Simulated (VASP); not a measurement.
Crystal: Au.

```
CELL_PARAMETERS angstrom
0.00000 2.11617 2.11617
2.11617 0.00000 2.11617
2.11617 2.11617 0.00000
ATOMIC_POSITIONS crystal
Au 0.00000 0.00000 0.00000
```

Base run:

```yaml
Program: VASP 6.6.1
Functional: PBEsol
Potentials_or_basis: VASP PAW PBE potentials, release 64 (Au)
Cutoff: 520 eV
k_mesh: 12 × 12 × 12
Occupations: fermi-dirac, width 0.06 eV
Spin: no spin polarisation
```

Its results: pressure -13.7 GPa.

Q: The run is repeated on the same cell with these changes: functional from PBEsol to PBE; further incar settings from ALGO = Normal; EDIFF = 1e-06; NBANDS = 12 to ALGO = Normal; EDIFF = 1e-07; NBANDS = 12. What comes out?

A: Pressure -6.3 GPa.

Caveats: the PAW data sets were made with another functional, which shifts forces and pressure a little (some runs).
